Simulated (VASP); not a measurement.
# GeSb2O (Cmmm) in VASP: single point with PBE

Aim: the single point of GeSb2O with PBE.

Everything below comes from runs of VASP 6.6.1. Logs are shortened: lines on timing, memory, paths and dates and some standing lists are left out, and cuts for length are marked.

**1. The cell of the first run**

The structure is orthorhombic, space group Cmmm (No. 65). Conventional cell: a = 5.773 Å, b = 6.322 Å, c = 4.634 Å, α = 90.00°, β = 90.00°, γ = 90.00°. Ge (site symmetry mmm) has 12 Sb at 2.81 to 4.02 Å and 8 O at 3.70 to 3.92 Å within 4.1 Å. Sb (site symmetry m2m) has 1 O at 1.58 Å within 2.1 Å. Within 2.1 Å of O (site symmetry mmm) lie 2 Sb at 1.58 Å.

The cell was built from a structure type or drawn by symmetry, and may not be a known phase.

**2. Single point, PBE**

INCAR reads:

```
PREC = Accurate ; ENCUT = 520
EDIFF = 1E-6 ; ISMEAR = 0
SIGMA = 0.1 ; LREAL = False
LASPH = True ; NELM = 60
ALGO = Normal ; ISIF = 2
LWAVE = False ; LCHARG = False
GGA = PE ; NBANDS = 23
```

KPOINTS reads:

```
Automatic mesh
0
Gamma
  4 4 4
```

POSCAR reads:

```
GeSb2O
1.0
    2.8863792400     -3.1608551400      0.0000000000
    2.8863792400      3.1608551400      0.0000000000
    0.0000000000      0.0000000000      4.6336899800
Ge Sb O
1 2 1
Direct
    0.5000000000      0.5000000000      0.0000000000
    0.2491795400      0.7508204600      0.5000000000
    0.7508204600      0.2491795400      0.5000000000
    0.0000000000      0.0000000000      0.5000000000
```

Potentials or basis: VASP PAW PBE potentials, release 64 (Ge_d, Sb, O).

The run is started by

```
> cat potpaw_PBE.64/Ge_d/POTCAR potpaw_PBE.64/Sb/POTCAR potpaw_PBE.64/O/POTCAR > POTCAR
> mpirun -np 1 vasp_std > vasp.out
```

OUTCAR:

```text
PREC = Accurate
   ENCUT = 520
   EDIFF = 1E-6
   ISMEAR = 0
   LREAL = False
   LASPH = True
   NELM = 60
   ISIF = 2
   GGA = PE

 ion  position               nearest neighbor table
   1  0.500  0.500  0.000-   2 2.81   3 2.81   2 2.81   3 2.81
   2  0.249  0.751  0.500-   4 1.58   1 2.81   1 2.81   3 2.89   3 2.89   3 3.15   3 3.17
   3  0.751  0.249  0.500-   4 1.58   1 2.81   1 2.81   2 2.89   2 2.89   2 3.15   2 3.17
   4  0.000  0.000  0.500-   2 1.58   3 1.58

  LATTYP: Found a base centered orthorhombic cell.
 ALAT       =     5.7727584800
 B/A-ratio  =     1.0950934985
 C/A-ratio  =     0.8026821139

  Lattice vectors:

 A1 = (   2.8863792400,  -3.1608551400,   0.0000000000)
 A2 = (   2.8863792400,   3.1608551400,   0.0000000000)
 A3 = (   0.0000000000,   0.0000000000,   4.6336899800)

Analysis of symmetry for initial positions (statically):
=====================================================================
 Subroutine PRICEL returns:
 Original cell was already a primitive cell.

 Routine SETGRP: Setting up the symmetry group for a
 base centered orthorhombic supercell.

 Subroutine GETGRP returns: Found  8 space group operations
 (whereof  8 operations were pure point group operations)
 out of a pool of  8 trial point group operations.

The static configuration has the point symmetry D_2h.

Analysis of symmetry for dynamics (positions and initial velocities):
=====================================================================
 Subroutine PRICEL returns:
 Original cell was already a primitive cell.

 Routine SETGRP: Setting up the symmetry group for a
 base centered orthorhombic supercell.

 Subroutine GETGRP returns: Found  8 space group operations
 (whereof  8 operations were pure point group operations)
 out of a pool of  8 trial point group operations.

The dynamic configuration has the point symmetry D_2h.

 Subroutine INISYM returns: Found  8 space group operations
 (whereof  8 operations are pure point group operations),
 and found     1 'primitive' translations

----------------------------------------------------------------------------------------

                                     Primitive cell

  volume of cell :      84.5503

  direct lattice vectors                    reciprocal lattice vectors
     2.886379240 -3.160855140  0.000000000     0.173227410 -0.158185041  0.000000000
     2.886379240  3.160855140  0.000000000     0.173227410  0.158185041  0.000000000
     0.000000000  0.000000000  4.633689980     0.000000000  0.000000000  0.215810726

  length of vectors
     4.280442773  4.280442773  4.633689980     0.234585257  0.234585257  0.215810726

  position of ions in fractional coordinates (direct lattice)
     0.500000000  0.500000000  0.000000000
     0.249179540  0.750820460  0.500000000
     0.750820460  0.249179540  0.500000000
     0.000000000  0.000000000  0.500000000

  ion indices of the primitive-cell ions
   primitive index   ion index
                 1           1
                 2           2
                 3           3
                 4           4

----------------------------------------------------------------------------------------

 KPOINTS: Automatic mesh

Automatic generation of k-mesh.
 Grid dimensions read from file:
 generate k-points for:    4    4    4

 Generating k-lattice:

  Cartesian coordinates                     Fractional coordinates (reciprocal lattice)
     0.043306852 -0.039546260  0.000000000     0.250000000  0.000000000  0.000000000
     0.043306852  0.039546260  0.000000000     0.000000000  0.250000000  0.000000000
     0.000000000  0.000000000  0.053952682     0.000000000  0.000000000  0.250000000

  Length of vectors
     0.058646314  0.058646314  0.053952682

  Shift w.r.t. Gamma in fractional coordinates (k-lattice)
     0.000000000  0.000000000  0.000000000

 Subroutine IBZKPT returns following result:
 ===========================================

 Found     21 irreducible k-points:

 Following reciprocal coordinates:
            Coordinates               Weight
  0.000000  0.000000  0.000000      1.000000
  0.250000 -0.000000  0.000000      4.000000
  0.500000 -0.000000  0.000000      2.000000
  0.250000  0.250000  0.000000      2.000000
  0.500000  0.250000  0.000000      4.000000
 -0.250000  0.250000  0.000000      2.000000
[... 13 lines left out ...]
 -0.250000  0.250000  0.500000      2.000000
  0.500000  0.500000  0.500000      1.000000
   k-points           NKPTS =     21   k-points in BZ     NKDIM =     21   number of bands    NBANDS=     23
   number of dos      NEDOS =    301   number of ions     NIONS =      4
   total plane-waves  NPLWV =  36864
   dimension x,y,z NGX =    32 NGY =   32 NGZ =   36
   dimension x,y,z NGXF=    64 NGYF=   64 NGZF=   72
   ions per type =               1   2   1
   NGX,Y,Z   is equivalent  to a cutoff of  12.43, 12.43, 12.92 a.u.
   NGXF,Y,Z  is equivalent  to a cutoff of  24.86, 24.86, 25.83 a.u.
 SYSTEM =  unknown system
   PREC   = accura    normal or accurate (medium, high low for compatibility)
   ISTART =      0    job   : 0-new  1-cont  2-samecut
   ICHARG =      2    charge: 1-file 2-atom 10-const
   ISPIN  =      1    spin polarized calculation?
   LNONCOLLINEAR =      F non collinear calculations
   LSORBIT =      F    spin-orbit coupling
   LASPH  =      T    aspherical Exc in radial PAW
   ENCUT  =  520.0 eV  38.22 Ry    6.18 a.u.   7.96  7.96  8.62*2*pi/ulx,y,z
   NELM   =     60;   NELMIN=  2; NELMDL= -5     # of ELM steps
   EDIFF  = 0.1E-05   stopping-criterion for ELM
   LREAL  =      F    real-space projection
   EDIFFG = 0.1E-04   stopping-criterion for IOM
   NSW    =      0    number of steps for IOM
   IBRION =     -1    ionic relax: 0-MD 1-quasi-New 2-CG
   NFREE  =      0    steps in history (QN), initial steepest desc. (CG)
   ISIF   =      2    stress and relaxation
   ISYM   =      2    0-nonsym 1-usesym 2-fastsym
   POTIM  = 0.5000    time-step for ionic-motion
   TEBEG  =    0.0;   TEEND  =   0.0 temperature during run
   PSTRESS=    0.0 pullay stress
   NELECT =      30.0000    total number of electrons
   NUPDOWN=      -1.0000    fix difference up-down
   EMIN   =  10.00;   EMAX   =-10.00  energy-range for DOS
   EFERMI =   0.00;   METHOD = LEGACY
   ISMEAR =     0;   SIGMA  =   0.10  broadening in eV -4-tet -1-fermi 0-gaus
   EFERMI_NEDOS =   21; number of points for ismear=-14 and -15
   IALGO  =     38    algorithm
   IMIX   =      4    mixing-type and parameters
     AMIX     =   0.40;   BMIX     =  1.00
     AMIX_MAG =   1.60;   BMIX_MAG =  1.00
  volume/ion in A,a.u.               =      21.14       142.64
  Fermi-wavevector in a.u.,A,eV,Ry     =   1.158983  2.190160 18.275900  1.343241
  Thomas-Fermi vector in A             =   2.295580
   LORBIT       =      0    0 simple, 1 ext, 2 COOP (PROOUT), +10 PAW based schemes
   GGA     = PE    functional components
   LHFCALC =     F    Hartree Fock is set to
   AEXX    =    0.0000 exact exchange contribution
   IVDW    =     0    specifies the selected vdW correction
   LEPSILON=     F    determine dielectric tensor
   LRPA    =     F    only Hartree local field effects (RPA)
 non-spin polarized calculation
 Gauss-broadening in eV      SIGMA  =   0.10
  energy-cutoff  :      520.00
  volume of cell :       84.55
 maximum number of plane-waves:      2294
   NGX = 15   NGY = 15   NGZ = 17

 number of electron      29.9999990 magnetization

 Free energy of the ion-electron system (eV)
  ---------------------------------------------------
  ext. energy  EPLUGINS =         0.00000000
  ---------------------------------------------------
  free energy    TOTEN  =       -10.07991918 eV

  energy without entropy =      -10.06917620  energy(sigma->0) =      -10.07454769

 E-fermi :   7.6003     XC(G=0):  -9.9273

 val. band max:        7.5614098983   @ k =   0.0000   0.0000   0.0000
 cond. band min:       7.6278324032   @ k =   0.2500   0.2500   0.2500
 fundamental gap:      0.0664225048
 Fermi energy:         7.6003081131

 k-point     1 :       0.0000    0.0000    0.0000
  band No.  band energies     occupation
      1     -17.1029      2.00000
      2     -17.1015      2.00000
      3     -17.0622      2.00000
      4     -17.0411      2.00000
      5     -17.0404      2.00000
      6     -16.6818      2.00000
[... 15 lines left out ...]
     22      14.2286      0.00000
     23      14.3189      0.00000

 k-point     2 :       0.2500   -0.0000    0.0000
  band No.  band energies     occupation
      1     -17.1032      2.00000
      2     -17.1011      2.00000
      3     -17.0623      2.00000
      4     -17.0410      2.00000
      5     -17.0395      2.00000
      6     -16.6367      2.00000
[... 15 lines left out ...]
     22      14.0709      0.00000
     23      14.6872      0.00000

 k-point     3 :       0.5000   -0.0000    0.0000
  band No.  band energies     occupation
      1     -17.1035      2.00000
      2     -17.1007      2.00000
      3     -17.0625      2.00000
      4     -17.0409      2.00000
      5     -17.0386      2.00000
      6     -16.5903      2.00000
[... 15 lines left out ...]
     22      14.7018      0.00000
     23      14.9876      0.00000
[... 417 lines left out ...]
 k-point    20 :      -0.2500    0.2500    0.5000
  band No.  band energies     occupation
      1     -17.1094      2.00000
      2     -17.0975      2.00000
      3     -17.0629      2.00000
      4     -17.0406      2.00000
      5     -17.0385      2.00000
      6     -16.5821      2.00000
[... 15 lines left out ...]
     22      13.9177      0.00000
     23      14.5604      0.00000

 k-point    21 :       0.5000    0.5000    0.5000
  band No.  band energies     occupation
      1     -17.1063      2.00000
      2     -17.0970      2.00000
      3     -17.0633      2.00000
      4     -17.0412      2.00000
      5     -17.0368      2.00000
      6     -16.4974      2.00000
[... 15 lines left out ...]
     22      16.2289      0.00000
     23      16.6961      0.00000

------------------------ aborting loop because EDIFF is reached ----------------------------------------

  FORCE on cell =-STRESS in cart. coord.  units (eV):
  Direction    XX          YY          ZZ          XY          YZ          ZX
  --------------------------------------------------------------------------------------
  -------------------------------------------------------------------------------------
  Total        6.8063162     82.0291980      3.5878976      0.0000000      0.0000000      0.0000000
  in kB      128.9756568   1554.4046729     67.9885317      0.0000000      0.0000000      0.0000000
  external PRESSURE =     583.7896205 kB  Pullay stress =       0.0000000 kB

 VOLUME and BASIS-vectors are now :
 -----------------------------------------------------------------------------
  energy-cutoff  :      520.00
  volume of cell :       84.55
      direct lattice vectors                 reciprocal lattice vectors
     2.886379240 -3.160855140  0.000000000     0.173227410 -0.158185041  0.000000000
     2.886379240  3.160855140  0.000000000     0.173227410  0.158185041  0.000000000
     0.000000000  0.000000000  4.633689980     0.000000000  0.000000000  0.215810726

 POSITION                                       TOTAL-FORCE (eV/Angst)
 -----------------------------------------------------------------------------------
      2.88638      0.00000      0.00000        -0.000000     -0.000000     -0.000000
      2.88638      1.58561      2.31684         0.000000    -23.514557      0.000000
      2.88638     -1.58561      2.31684         0.000000     23.514557     -0.000000
      0.00000      0.00000      2.31684         0.000000      0.000000     -0.000000
 -----------------------------------------------------------------------------------
    total drift:                               -0.000000     -0.000000     -0.000000

  FREE ENERGIE OF THE ION-ELECTRON SYSTEM (eV)
  ---------------------------------------------------
  free  energy   TOTEN  =       -10.0799191790 eV

  energy  without entropy=      -10.0691762005  energy(sigma->0) =      -10.07454769
```

It took 59 s on 1 thread of Intel Xeon 8259CL, shared host; peak memory 0.21 GiB.

What came out:

| Quantity | Value |
| --- | --- |
| Free energy | -10.0799 eV |
| Pressure | 58.4 GPa |
| Largest force | 23.515 eV/Å |
| Band gap on the k mesh | zero (bands 15 and 16 overlap by 0.96 eV) |

Forces on the atoms (eV/Å):
```
Ge    0.000   0.000   0.000
Sb    0.000 -23.515   0.000
Sb    0.000  23.515   0.000
O     0.000   0.000   0.000
```

Levels at points of the mesh, in eV from the Fermi level:
```tsv
k point	band 13	band 14	band 15	band 16	band 17	band 18
(0.00, 0.00, 0.00)	-4.10	-3.31	-0.04	0.70	0.77	3.23
(0.50, 0.00, 0.00)	-3.84	-1.81	-0.22	0.22	0.33	3.08
(0.50, 0.50, 0.00)	-3.30	-2.50	-1.93	0.39	0.61	0.98
(0.00, 0.00, 0.50)	-3.14	-2.33	0.48	0.85	1.51	3.17
(0.50, 0.00, 0.50)	-3.18	-0.50	0.06	0.24	0.72	4.48
(0.50, 0.50, 0.50)	-4.75	-2.60	-1.70	1.08	1.77	5.23
```

Caveat: the k points lie up to 0.37 Å⁻¹ apart, too coarse for converged energies and pressures of a metal; spin-orbit coupling is left out, which moves the levels of the heavy elements; forces of over 1 eV/Å act on the atoms, so gaps and moduli don't describe the material at rest.
